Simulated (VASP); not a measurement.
# NaCl (Pm-3m) in VASP: settings compared

The runs below take NaCl through relaxation of cell and atoms, single point, with revPBE, PBEsol.

Everything below comes from runs of VASP 6.6.1. Logs are shortened: lines on timing, memory, paths and dates and some standing lists are left out, and cuts for length are marked.

## (1) The cell of the first run

Symmetry: Pm-3m, No. 221, cubic system. The conventional cell has a = 3.502 Å, b = 3.502 Å, c = 3.502 Å, α = 90.00°, β = 90.00°, γ = 90.00°. Within 4.0 Å of Cl (site symmetry m-3m) lie 8 Na at 3.03 Å and 6 Cl at 3.50 Å. Within 4.0 Å of Na (site symmetry m-3m) lie 8 Cl at 3.03 Å and 6 Na at 3.50 Å.

## (2) Relaxation of cell and atoms, revPBE

INCAR reads:

```
SYSTEM = NaCl
ALGO     = Normal         ! electronic algorithm
EDIFF    = 1E-6           ! SCF threshold, eV
EDIFFG   = -0.02          ! ionic threshold
ENCUT    = 600            ! plane-wave cutoff, eV
GGA      = RE             ! functional
IBRION   = 2              ! ionic algorithm
ISIF     = 3              ! what is computed and relaxed
ISMEAR   = -1             ! smearing method
LASPH    = .True.         ! aspherical terms in the spheres
LCHARG   = .False.        ! write CHGCAR
LREAL    = .False.        ! projectors in reciprocal space
LWAVE    = .False.        ! write WAVECAR
NELM     = 60             ! most SCF steps
NSW      = 80             ! ionic steps
PREC     = Accurate       ! precision mode
SIGMA    = 0.05           ! smearing width, eV
```

KPOINTS reads:

```
k-points
0
Gamma
  8 8 8
  0 0 0
```

POSCAR reads:

```
NaCl
1.0
    3.5021900000      0.0000000000      0.0000000000
    0.0000000000      3.5021900000      0.0000000000
    0.0000000000      0.0000000000      3.5021900000
Cl Na
1 1
Direct
    0.5000000000      0.5000000000      0.5000000000
    0.0000000000      0.0000000000      0.0000000000
```

Potentials or basis: VASP PAW PBE potentials, release 64 (Cl, Na_pv).

Command:

```bash
$ cat potpaw_PBE.64/Cl/POTCAR potpaw_PBE.64/Na_pv/POTCAR > POTCAR
$ mpirun -np 1 vasp_std > vasp.out
```

OUTCAR:

```text
SYSTEM = NaCl
   EDIFF = 1E-6
   EDIFFG = -0.02
   ENCUT = 600
   GGA = RE
   IBRION = 2
   ISIF = 3
   ISMEAR = -1
   LASPH = .True.
   LREAL = .False.
   NELM = 60
   NSW = 80
   PREC = Accurate

 ion  position               nearest neighbor table
   1  0.500  0.500  0.500-
   2  0.000  0.000  0.000-

  LATTYP: Found a simple cubic cell.
 ALAT       =     3.5021900000

  Lattice vectors:

 A1 = (   3.5021900000,   0.0000000000,   0.0000000000)
 A2 = (   0.0000000000,   3.5021900000,   0.0000000000)
 A3 = (   0.0000000000,   0.0000000000,   3.5021900000)

Analysis of symmetry for initial positions (statically):
=====================================================================
 Subroutine PRICEL returns:
 Original cell was already a primitive cell.

 Routine SETGRP: Setting up the symmetry group for a
 simple cubic supercell.

 Subroutine GETGRP returns: Found 48 space group operations
 (whereof 48 operations were pure point group operations)
 out of a pool of 48 trial point group operations.

The static configuration has the point symmetry O_h .

Analysis of symmetry for dynamics (positions and initial velocities):
=====================================================================
 Subroutine PRICEL returns:
 Original cell was already a primitive cell.

 Routine SETGRP: Setting up the symmetry group for a
 simple cubic supercell.

 Subroutine GETGRP returns: Found 48 space group operations
 (whereof 48 operations were pure point group operations)
 out of a pool of 48 trial point group operations.

The dynamic configuration has the point symmetry O_h .

 Subroutine INISYM returns: Found 48 space group operations
 (whereof 48 operations are pure point group operations),
 and found     1 'primitive' translations

----------------------------------------------------------------------------------------

                                     Primitive cell

  volume of cell :      42.9555

  direct lattice vectors                    reciprocal lattice vectors
     3.502190000  0.000000000  0.000000000     0.285535622  0.000000000  0.000000000
     0.000000000  3.502190000  0.000000000     0.000000000  0.285535622  0.000000000
     0.000000000  0.000000000  3.502190000     0.000000000  0.000000000  0.285535622

  length of vectors
     3.502190000  3.502190000  3.502190000     0.285535622  0.285535622  0.285535622

  position of ions in fractional coordinates (direct lattice)
     0.500000000  0.500000000  0.500000000
     0.000000000  0.000000000  0.000000000

  ion indices of the primitive-cell ions
   primitive index   ion index
                 1           1
                 2           2

----------------------------------------------------------------------------------------

 KPOINTS: k-points

Automatic generation of k-mesh.
 Grid dimensions read from file:
 generate k-points for:    8    8    8

 Generating k-lattice:

  Cartesian coordinates                     Fractional coordinates (reciprocal lattice)
     0.035691953  0.000000000  0.000000000     0.125000000  0.000000000  0.000000000
     0.000000000  0.035691953  0.000000000     0.000000000  0.125000000  0.000000000
     0.000000000  0.000000000  0.035691953     0.000000000  0.000000000  0.125000000

  Length of vectors
     0.035691953  0.035691953  0.035691953

  Shift w.r.t. Gamma in fractional coordinates (k-lattice)
     0.000000000  0.000000000  0.000000000

 Subroutine IBZKPT returns following result:
 ===========================================

 Found     35 irreducible k-points:

 Following reciprocal coordinates:
            Coordinates               Weight
  0.000000  0.000000  0.000000      1.000000
  0.125000  0.000000  0.000000      6.000000
  0.250000  0.000000  0.000000      6.000000
  0.375000  0.000000  0.000000      6.000000
  0.500000  0.000000  0.000000      3.000000
  0.125000  0.125000  0.000000     12.000000
[... 16 lines left out ...]
  0.375000  0.375000  0.125000     24.000000
  0.500000  0.375000  0.125000     24.000000
 [... further k-points ...]
   k-points           NKPTS =     35   k-points in BZ     NKDIM =     35   number of bands    NBANDS=     11
   number of dos      NEDOS =    301   number of ions     NIONS =      2
   total plane-waves  NPLWV =  21952
   dimension x,y,z NGX =    28 NGY =   28 NGZ =   28
   dimension x,y,z NGXF=    56 NGYF=   56 NGZF=   56
   ions per type =               1   1
   NGX,Y,Z   is equivalent  to a cutoff of  13.29, 13.29, 13.29 a.u.
   NGXF,Y,Z  is equivalent  to a cutoff of  26.58, 26.58, 26.58 a.u.
 SYSTEM =  NaCl
   PREC   = accura    normal or accurate (medium, high low for compatibility)
   ISTART =      0    job   : 0-new  1-cont  2-samecut
   ICHARG =      2    charge: 1-file 2-atom 10-const
   ISPIN  =      1    spin polarized calculation?
   LNONCOLLINEAR =      F non collinear calculations
   LSORBIT =      F    spin-orbit coupling
   LASPH  =      T    aspherical Exc in radial PAW
   ENCUT  =  600.0 eV  44.10 Ry    6.64 a.u.   6.99  6.99  6.99*2*pi/ulx,y,z
   NELM   =     60;   NELMIN=  2; NELMDL= -5     # of ELM steps
   EDIFF  = 0.1E-05   stopping-criterion for ELM
   LREAL  =      F    real-space projection
   EDIFFG = -.2E-01   stopping-criterion for IOM
   NSW    =     80    number of steps for IOM
   IBRION =      2    ionic relax: 0-MD 1-quasi-New 2-CG
   NFREE  =      1    steps in history (QN), initial steepest desc. (CG)
   ISIF   =      3    stress and relaxation
   ISYM   =      2    0-nonsym 1-usesym 2-fastsym
   POTIM  = 0.5000    time-step for ionic-motion
   TEBEG  =    0.0;   TEEND  =   0.0 temperature during run
   PSTRESS=    0.0 pullay stress
   NELECT =      14.0000    total number of electrons
   NUPDOWN=      -1.0000    fix difference up-down
   EMIN   =  10.00;   EMAX   =-10.00  energy-range for DOS
   EFERMI =   0.00;   METHOD = LEGACY
   ISMEAR =    -1;   SIGMA  =   0.05  broadening in eV -4-tet -1-fermi 0-gaus
   EFERMI_NEDOS =   21; number of points for ismear=-14 and -15
   IALGO  =     38    algorithm
   IMIX   =      4    mixing-type and parameters
     AMIX     =   0.40;   BMIX     =  1.00
     AMIX_MAG =   1.60;   BMIX_MAG =  1.00
  volume/ion in A,a.u.               =      21.48       144.94
  Fermi-wavevector in a.u.,A,eV,Ry     =   1.126621  2.129005 17.269530  1.269275
  Thomas-Fermi vector in A             =   2.263304
   LORBIT       =      0    0 simple, 1 ext, 2 COOP (PROOUT), +10 PAW based schemes
   GGA     = RE    functional components
   LHFCALC =     F    Hartree Fock is set to
   AEXX    =    0.0000 exact exchange contribution
   IVDW    =     0    specifies the selected vdW correction
   LEPSILON=     F    determine dielectric tensor
   LRPA    =     F    only Hartree local field effects (RPA)
 conjugate gradient relaxation of ions
 non-spin polarized calculation
  energy-cutoff  :      600.00
  volume of cell :       42.96
 maximum number of plane-waves:      1472
 NGX is ok and might be reduce to    28
   NGX = 13   NGY = 13   NGZ = 13

--------------------------------------- Ionic step        1  -------------------------------------------

 number of electron      13.9999982 magnetization

 Free energy of the ion-electron system (eV)
  ---------------------------------------------------
  ext. energy  EPLUGINS =         0.00000000
  ---------------------------------------------------
  free energy    TOTEN  =        -6.11603771 eV

  energy without entropy =       -6.11603771  energy(sigma->0) =       -6.11603771

------------------------ aborting loop because EDIFF is reached ----------------------------------------

  FORCE on cell =-STRESS in cart. coord.  units (eV):
  Direction    XX          YY          ZZ          XY          YZ          ZX
  --------------------------------------------------------------------------------------
  -------------------------------------------------------------------------------------
  Total        0.4532081      0.4532081      0.4532081     -0.0000000     -0.0000000      0.0000000
  in kB       16.9039860     16.9039860     16.9039860     -0.0000000     -0.0000000      0.0000000
  external PRESSURE =      16.9039860 kB  Pullay stress =       0.0000000 kB
[... 57 lines left out ...]
  energy  without entropy=       -6.1270185042  energy(sigma->0) =       -6.12701850

--------------------------------------- Ionic step        3  -------------------------------------------

 number of electron      14.0000012 magnetization

 Free energy of the ion-electron system (eV)
  ---------------------------------------------------
  ext. energy  EPLUGINS =         0.00000000
  ---------------------------------------------------
  free energy    TOTEN  =        -6.13085898 eV

  energy without entropy =       -6.13085898  energy(sigma->0) =       -6.13085898

 E-fermi :   1.1694     XC(G=0):  -7.8625

 val. band max:        0.0799232755   @ k =   0.5000   0.5000   0.0000
 cond. band min:       4.1123421432   @ k =   0.0000   0.0000   0.0000
 fundamental gap:      4.0324188677
 Fermi energy:         1.1693674376

 k-point     1 :       0.0000    0.0000    0.0000
  band No.  band energies     occupation
      1     -22.1179      2.00000
      2     -22.1179      2.00000
      3     -22.1179      2.00000
      4     -13.0623      2.00000
      5      -0.3492      2.00000
      6      -0.3492      2.00000
      7      -0.3492      2.00000
      8       4.1123      0.00000
      9       8.8761      0.00000
     10       8.8761      0.00000
     11      15.3993      0.00000
[... 309 lines left out ...]
 k-point    24 :       0.5000    0.3750    0.1250
  band No.  band energies     occupation
      1     -22.1418      2.00000
      2     -22.1372      2.00000
      3     -22.1170      2.00000
      4     -12.5513      2.00000
      5      -1.9604      2.00000
      6      -1.6519      2.00000
      7      -0.2418      2.00000
      8       6.3415      0.00000
      9       9.4293      0.00000
     10       9.8337      0.00000
     11      11.1352      0.00000

 [... further k-points ...]

------------------------ aborting loop because EDIFF is reached ----------------------------------------

  FORCE on cell =-STRESS in cart. coord.  units (eV):
  Direction    XX          YY          ZZ          XY          YZ          ZX
  --------------------------------------------------------------------------------------
  -------------------------------------------------------------------------------------
  Total        0.0104415      0.0104415      0.0104415     -0.0000000     -0.0000000      0.0000000
  in kB        0.3636922      0.3636922      0.3636922     -0.0000000     -0.0000000      0.0000000
  external PRESSURE =       0.3636922 kB  Pullay stress =       0.0000000 kB
[... 17 lines left out ...]
  FREE ENERGIE OF THE ION-ELECTRON SYSTEM (eV)
  ---------------------------------------------------
  free  energy   TOTEN  =        -6.1308589764 eV

  energy  without entropy=       -6.1308589763  energy(sigma->0) =       -6.13085898

 reached required accuracy - stopping structural energy minimisation
```

Wall time 41 s (1 thread of Intel Xeon 8259CL, shared host); peak memory 0.16 GiB.

Results:

```yaml
Free_energy: -6.1309 eV
Relaxed_volume: 23.00 Å³/atom
Relaxed_cell: a = 3.583 Å, b = 3.583 Å, c = 3.583 Å, α = 90.00°, β = 90.00°, γ = 90.00°
Space_group_after_relaxing_to_0.1_Å: Pm-3m (No. 221)
Energy_gained_by_relaxing: 7.4 meV/atom
Ionic_steps: 3
Pressure_after_relaxing: 0.0 GPa
Band_gap_on_the_k_mesh: 4.03 eV (least direct gap 4.46 eV)
```

Step by step:
```csv
step,energy change (eV),largest force (eV/Å),pressure (GPa),volume (Å³)
1,0.0000,0.0000,1.69,42.96
2,-0.0110,0.0000,0.86,44.38
3,-0.0148,0.0000,0.04,46.00
```

Final structure:
```yaml
crystal:
  lattice:
    - [3.58299, 0.00000, 0.00000]
    - [0.00000, 3.58299, 0.00000]
    - [0.00000, 0.00000, 3.58299]
  atoms:
    - { symbol: Cl, position: [0.50000, 0.50000, 0.50000] }
    - { symbol: Na, position: [0.00000, 0.00000, 0.00000] }
```

Caveat: the PAW data sets were made with another functional, which shifts forces and pressure a little.

(Continued in part 2 of 2.)
